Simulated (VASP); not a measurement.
# NaCl (Fm-3m) in VASP: notebook

The runs below take NaCl through single point, with PBE.

Program: VASP 6.6.1. These are calculated values, not measurements. Logs are shortened: lines on timing, memory, paths and dates and some standing lists are left out, and cuts for length are marked.

### Step 1. The cell of the first run

Symmetry: Fm-3m, No. 225, cubic system. The conventional cell has a = 5.696 Å, b = 5.696 Å, c = 5.696 Å, α = 90.00°, β = 90.00°, γ = 90.00°. Within 3.8 Å of Na (site symmetry m-3m) lie 6 Cl at 2.85 Å. Cl (site symmetry m-3m) has 6 Na at 2.85 Å within 3.8 Å.

### Step 2. Single point, PBE

INCAR

```
SYSTEM = NaCl
PREC = Accurate
ENCUT = 500
EDIFF = 1E-6
ISMEAR = 0
SIGMA = 0.02
LREAL = .False.
LASPH = .True.
NELM = 120
ALGO = Normal
ISIF = 2
LWAVE = .False.
LCHARG = .False.
GGA = PE
NBANDS = 14
GGA_COMPAT = .False.
```

KPOINTS

```
regular mesh
0
Gamma
  8 8 8
  0 0 0
```

POSCAR

```
NaCl
1.0
    0.0000000000      2.8479700489      2.8479700489
    2.8479700489      0.0000000000      2.8479700489
    2.8479700489      2.8479700489      0.0000000000
Na Cl
1 1
Direct
    0.0000000000      0.0000000000      0.0000000000
    0.5000000000      0.5000000000      0.5000000000
```

Potentials or basis: VASP PAW PBE potentials, release 64 (Na_pv, Cl).

On the command line:

```console
> cat potpaw_PBE.64/Na_pv/POTCAR potpaw_PBE.64/Cl/POTCAR > POTCAR
> mpirun -np 1 vasp_std > vasp.out
```

OUTCAR:

```text
SYSTEM = NaCl
   PREC = Accurate
   ENCUT = 500
   EDIFF = 1E-6
   ISMEAR = 0
   LREAL = .False.
   LASPH = .True.
   NELM = 120
   ISIF = 2
   GGA = PE

 ion  position               nearest neighbor table
   1  0.000  0.000  0.000-
   2  0.500  0.500  0.500-

  LATTYP: Found a face centered cubic cell.
 ALAT       =     5.6959400978

  Lattice vectors:

 A1 = (   0.0000000000,   2.8479700489,   2.8479700489)
 A2 = (   2.8479700489,   0.0000000000,   2.8479700489)
 A3 = (   2.8479700489,   2.8479700489,   0.0000000000)

Analysis of symmetry for initial positions (statically):
=====================================================================
 Subroutine PRICEL returns:
 Original cell was already a primitive cell.

 Routine SETGRP: Setting up the symmetry group for a
 face centered cubic supercell.

 Subroutine GETGRP returns: Found 48 space group operations
 (whereof 48 operations were pure point group operations)
 out of a pool of 48 trial point group operations.

The static configuration has the point symmetry O_h .

Analysis of symmetry for dynamics (positions and initial velocities):
=====================================================================
 Subroutine PRICEL returns:
 Original cell was already a primitive cell.

 Routine SETGRP: Setting up the symmetry group for a
 face centered cubic supercell.

 Subroutine GETGRP returns: Found 48 space group operations
 (whereof 48 operations were pure point group operations)
 out of a pool of 48 trial point group operations.

The dynamic configuration has the point symmetry O_h .

 Subroutine INISYM returns: Found 48 space group operations
 (whereof 48 operations are pure point group operations),
 and found     1 'primitive' translations

----------------------------------------------------------------------------------------

                                     Primitive cell

  volume of cell :      46.1994

  direct lattice vectors                    reciprocal lattice vectors
     0.000000000  2.847970049  2.847970049    -0.175563644  0.175563644  0.175563644
     2.847970049  0.000000000  2.847970049     0.175563644 -0.175563644  0.175563644
     2.847970049  2.847970049  0.000000000     0.175563644  0.175563644 -0.175563644

  length of vectors
     4.027637868  4.027637868  4.027637868     0.304085151  0.304085151  0.304085151

  position of ions in fractional coordinates (direct lattice)
     0.000000000  0.000000000  0.000000000
     0.500000000  0.500000000  0.500000000

  ion indices of the primitive-cell ions
   primitive index   ion index
                 1           1
                 2           2

----------------------------------------------------------------------------------------

 KPOINTS: regular mesh

Automatic generation of k-mesh.
 Grid dimensions read from file:
 generate k-points for:    8    8    8

 Generating k-lattice:

  Cartesian coordinates                     Fractional coordinates (reciprocal lattice)
    -0.021945456  0.021945456  0.021945456     0.125000000  0.000000000  0.000000000
     0.021945456 -0.021945456  0.021945456     0.000000000  0.125000000  0.000000000
     0.021945456  0.021945456 -0.021945456     0.000000000  0.000000000  0.125000000

  Length of vectors
     0.038010644  0.038010644  0.038010644

  Shift w.r.t. Gamma in fractional coordinates (k-lattice)
     0.000000000  0.000000000  0.000000000

 Subroutine IBZKPT returns following result:
 ===========================================

 Found     29 irreducible k-points:

 Following reciprocal coordinates:
            Coordinates               Weight
  0.000000  0.000000  0.000000      1.000000
  0.125000  0.000000  0.000000      8.000000
  0.250000  0.000000  0.000000      8.000000
  0.375000  0.000000  0.000000      8.000000
  0.500000  0.000000  0.000000      4.000000
  0.125000  0.125000  0.000000      6.000000
[... 16 lines left out ...]
  0.500000  0.250000  0.125000     48.000000
 -0.375000  0.250000  0.125000     24.000000
 [... further k-points ...]
   k-points           NKPTS =     29   k-points in BZ     NKDIM =     29   number of bands    NBANDS=     14
   number of dos      NEDOS =    301   number of ions     NIONS =      2
   total plane-waves  NPLWV =  27000
   dimension x,y,z NGX =    30 NGY =   30 NGZ =   30
   dimension x,y,z NGXF=    60 NGYF=   60 NGZF=   60
   ions per type =               1   1
   NGX,Y,Z   is equivalent  to a cutoff of  12.38, 12.38, 12.38 a.u.
   NGXF,Y,Z  is equivalent  to a cutoff of  24.77, 24.77, 24.77 a.u.
 SYSTEM =  NaCl
   PREC   = accura    normal or accurate (medium, high low for compatibility)
   ISTART =      0    job   : 0-new  1-cont  2-samecut
   ICHARG =      2    charge: 1-file 2-atom 10-const
   ISPIN  =      1    spin polarized calculation?
   LNONCOLLINEAR =      F non collinear calculations
   LSORBIT =      F    spin-orbit coupling
   LASPH  =      T    aspherical Exc in radial PAW
   ENCUT  =  500.0 eV  36.75 Ry    6.06 a.u.   7.34  7.34  7.34*2*pi/ulx,y,z
   NELM   =    120;   NELMIN=  2; NELMDL= -5     # of ELM steps
   EDIFF  = 0.1E-05   stopping-criterion for ELM
   LREAL  =      F    real-space projection
   EDIFFG = 0.1E-04   stopping-criterion for IOM
   NSW    =      0    number of steps for IOM
   IBRION =     -1    ionic relax: 0-MD 1-quasi-New 2-CG
   NFREE  =      0    steps in history (QN), initial steepest desc. (CG)
   ISIF   =      2    stress and relaxation
   ISYM   =      2    0-nonsym 1-usesym 2-fastsym
   POTIM  = 0.5000    time-step for ionic-motion
   TEBEG  =    0.0;   TEEND  =   0.0 temperature during run
   PSTRESS=    0.0 pullay stress
   NELECT =      14.0000    total number of electrons
   NUPDOWN=      -1.0000    fix difference up-down
   EMIN   =  10.00;   EMAX   =-10.00  energy-range for DOS
   EFERMI =   0.00;   METHOD = LEGACY
   ISMEAR =     0;   SIGMA  =   0.02  broadening in eV -4-tet -1-fermi 0-gaus
   EFERMI_NEDOS =   21; number of points for ismear=-14 and -15
   IALGO  =     38    algorithm
   IMIX   =      4    mixing-type and parameters
     AMIX     =   0.40;   BMIX     =  1.00
     AMIX_MAG =   1.60;   BMIX_MAG =  1.00
  volume/ion in A,a.u.               =      23.10       155.88
  Fermi-wavevector in a.u.,A,eV,Ry     =   1.099610  2.077962 16.451384  1.209143
  Thomas-Fermi vector in A             =   2.236008
   LORBIT       =      0    0 simple, 1 ext, 2 COOP (PROOUT), +10 PAW based schemes
   GGA     = PE    functional components
   LHFCALC =     F    Hartree Fock is set to
   AEXX    =    0.0000 exact exchange contribution
   IVDW    =     0    specifies the selected vdW correction
   LEPSILON=     F    determine dielectric tensor
   LRPA    =     F    only Hartree local field effects (RPA)
 non-spin polarized calculation
 Gauss-broadening in eV      SIGMA  =   0.02
  energy-cutoff  :      500.00
  volume of cell :       46.20
 maximum number of plane-waves:      1211
 NGX is ok and might be reduce to    30
   NGX = 15   NGY = 15   NGZ = 15

 number of electron      13.9999992 magnetization

 Free energy of the ion-electron system (eV)
  ---------------------------------------------------
  ext. energy  EPLUGINS =         0.00000000
  ---------------------------------------------------
  free energy    TOTEN  =        -6.77771574 eV

  energy without entropy =       -6.77771574  energy(sigma->0) =       -6.77771574

 E-fermi :  -0.7060     XC(G=0):  -8.0406

 val. band max:       -0.8991136681   @ k =   0.0000   0.0000   0.0000
 cond. band min:       4.0957223101   @ k =   0.0000   0.0000   0.0000
 fundamental gap:      4.9948359783
 Fermi energy:        -0.7060193956

 k-point     1 :       0.0000    0.0000    0.0000
  band No.  band energies     occupation
      1     -21.7768      2.00000
      2     -21.7768      2.00000
      3     -21.7768      2.00000
      4     -13.4933      2.00000
      5      -0.8991      2.00000
      6      -0.8991      2.00000
      7      -0.8991      2.00000
      8       4.0957      0.00000
      9      10.1890      0.00000
     10      10.1890      0.00000
     11      10.1890      0.00000
     12      12.3117      0.00000
     13      12.3117      0.00000
     14      13.8691      0.00000

 k-point     2 :       0.1250    0.0000    0.0000
  band No.  band energies     occupation
      1     -21.7805      2.00000
      2     -21.7771      2.00000
      3     -21.7771      2.00000
      4     -13.4503      2.00000
      5      -1.2506      2.00000
      6      -0.9372      2.00000
      7      -0.9372      2.00000
      8       4.5794      0.00000
      9       9.6433      0.00000
     10      10.3730      0.00000
     11      10.3730      0.00000
     12      12.0377      0.00000
     13      12.0377      0.00000
     14      14.7390      0.00000

 k-point     3 :       0.2500    0.0000    0.0000
  band No.  band energies     occupation
      1     -21.7895      2.00000
      2     -21.7778      2.00000
      3     -21.7778      2.00000
      4     -13.3436      2.00000
      5      -1.9455      2.00000
      6      -1.0264      2.00000
      7      -1.0264      2.00000
      8       5.5521      0.00000
      9       9.0419      0.00000
     10      10.4373      0.00000
     11      10.4373      0.00000
     12      12.2447      0.00000
     13      12.2447      0.00000
     14      14.4821      0.00000
[... 324 lines left out ...]
 k-point    23 :       0.5000    0.2500    0.1250
  band No.  band energies     occupation
      1     -21.7952      2.00000
      2     -21.7835      2.00000
      3     -21.7799      2.00000
      4     -13.1905      2.00000
      5      -2.3616      2.00000
      6      -1.5477      2.00000
      7      -1.2370      2.00000
      8       7.1482      0.00000
      9       8.5618      0.00000
     10       8.9765      0.00000
     11      10.9020      0.00000
     12      12.7033      0.00000
     13      14.9692      0.00000
     14      15.4631      0.00000

 k-point    24 :      -0.3750    0.2500    0.1250
  band No.  band energies     occupation
      1     -21.7972      2.00000
      2     -21.7839      2.00000
      3     -21.7806      2.00000
      4     -13.1555      2.00000
      5      -2.4722      2.00000
      6      -1.6211      2.00000
      7      -1.2876      2.00000
      8       7.3540      0.00000
      9       8.5075      0.00000
     10       9.2462      0.00000
     11      10.7227      0.00000
     12      13.2972      0.00000
     13      14.5180      0.00000
     14      15.5701      0.00000

 [... further k-points ...]

------------------------ aborting loop because EDIFF is reached ----------------------------------------

  FORCE on cell =-STRESS in cart. coord.  units (eV):
  Direction    XX          YY          ZZ          XY          YZ          ZX
  --------------------------------------------------------------------------------------
  -------------------------------------------------------------------------------------
  Total       -0.0146620     -0.0146620     -0.0146620     -0.0000000     -0.0000000      0.0000000
  in kB       -0.5084727     -0.5084727     -0.5084727     -0.0000000     -0.0000000      0.0000000
  external PRESSURE =      -0.5084727 kB  Pullay stress =       0.0000000 kB

 VOLUME and BASIS-vectors are now :
 -----------------------------------------------------------------------------
  energy-cutoff  :      500.00
  volume of cell :       46.20
      direct lattice vectors                 reciprocal lattice vectors
     0.000000000  2.847970049  2.847970049    -0.175563644  0.175563644  0.175563644
     2.847970049  0.000000000  2.847970049     0.175563644 -0.175563644  0.175563644
     2.847970049  2.847970049  0.000000000     0.175563644  0.175563644 -0.175563644

 POSITION                                       TOTAL-FORCE (eV/Angst)
 -----------------------------------------------------------------------------------
      0.00000      0.00000      0.00000         0.000000     -0.000000      0.000000
      2.84797      2.84797      2.84797        -0.000000      0.000000     -0.000000
 -----------------------------------------------------------------------------------
    total drift:                               -0.000000      0.000000      0.000000

  FREE ENERGIE OF THE ION-ELECTRON SYSTEM (eV)
  ---------------------------------------------------
  free  energy   TOTEN  =        -6.7777157441 eV

  energy  without entropy=       -6.7777157441  energy(sigma->0) =       -6.77771574
```

Run time: 17 s. Hardware: 1 thread of Intel Xeon 8259CL, shared host; peak memory 0.16 GiB.

What came out:

```yaml
Free_energy: -6.7777 eV
Pressure: -0.1 GPa
Band_gap_on_the_k_mesh: 4.99 eV
```

A k mesh can miss the band edges.

### Step 3. Single point, PBE

INCAR

```
PREC = Accurate ; ENCUT = 500
EDIFF = 1E-6 ; ISMEAR = 0
SIGMA = 0.02 ; LREAL = False
LASPH = True ; NELM = 120
ALGO = Normal ; ISIF = 2
LWAVE = False ; LCHARG = False
GGA = PE ; NBANDS = 14
GGA_COMPAT = False
```

KPOINTS

```
Automatic mesh
0
Gamma
  8 8 8
```

POSCAR is that of step 2.

Potentials or basis: VASP PAW PBE potentials, release 64 (Na_pv, Cl).

On the command line:

```console
> cat potpaw_PBE.64/Na_pv/POTCAR potpaw_PBE.64/Cl/POTCAR > POTCAR
> mpirun -np 1 vasp_std > vasp.out
```

OUTCAR:

```text
PREC = Accurate
   ENCUT = 500
   EDIFF = 1E-6
   ISMEAR = 0
   LREAL = False
   LASPH = True
   NELM = 120
   ISIF = 2
   GGA = PE

 ion  position               nearest neighbor table
   1  0.000  0.000  0.000-
   2  0.500  0.500  0.500-

  LATTYP: Found a face centered cubic cell.
 ALAT       =     5.6959400978

  Lattice vectors:

 A1 = (   0.0000000000,   2.8479700489,   2.8479700489)
 A2 = (   2.8479700489,   0.0000000000,   2.8479700489)
[... 593 lines left out ...]

------------------------ aborting loop because EDIFF is reached ----------------------------------------

  FORCE on cell =-STRESS in cart. coord.  units (eV):
  Direction    XX          YY          ZZ          XY          YZ          ZX
  --------------------------------------------------------------------------------------
  -------------------------------------------------------------------------------------
  Total       -0.0146620     -0.0146620     -0.0146620     -0.0000000     -0.0000000      0.0000000
  in kB       -0.5084727     -0.5084727     -0.5084727     -0.0000000     -0.0000000      0.0000000
  external PRESSURE =      -0.5084727 kB  Pullay stress =       0.0000000 kB

 VOLUME and BASIS-vectors are now :
 -----------------------------------------------------------------------------
  energy-cutoff  :      500.00
  volume of cell :       46.20
      direct lattice vectors                 reciprocal lattice vectors
     0.000000000  2.847970049  2.847970049    -0.175563644  0.175563644  0.175563644
     2.847970049  0.000000000  2.847970049     0.175563644 -0.175563644  0.175563644
     2.847970049  2.847970049  0.000000000     0.175563644  0.175563644 -0.175563644

 POSITION                                       TOTAL-FORCE (eV/Angst)
 -----------------------------------------------------------------------------------
      0.00000      0.00000      0.00000         0.000000     -0.000000      0.000000
      2.84797      2.84797      2.84797        -0.000000      0.000000     -0.000000
 -----------------------------------------------------------------------------------
    total drift:                               -0.000000      0.000000      0.000000

  FREE ENERGIE OF THE ION-ELECTRON SYSTEM (eV)
  ---------------------------------------------------
  free  energy   TOTEN  =        -6.7777157441 eV

  energy  without entropy=       -6.7777157441  energy(sigma->0) =       -6.77771574
```

It took 18 s on 1 thread of Intel Xeon 8259CL, shared host; peak memory 0.16 GiB.

What came out:

```yaml
Free_energy: -6.7777 eV
Pressure: -0.1 GPa
Band_gap_on_the_k_mesh: 4.99 eV
```

Levels at points of the mesh, in eV from the valence-band top:
```csv
k point,band 4,band 5,band 6,band 7,band 8,band 9,band 10,band 11
"(0.00, 0.00, 0.00)",-12.59,0.00,0.00,0.00,4.99,11.09,11.09,11.09
"(0.50, 0.00, 0.00)",-12.29,-1.84,-0.25,-0.25,7.22,10.38,10.90,10.90
"(0.50, 0.50, 0.00)",-12.24,-1.58,-0.57,-0.57,7.45,8.10,11.11,14.51
```

A k mesh can miss the band edges.
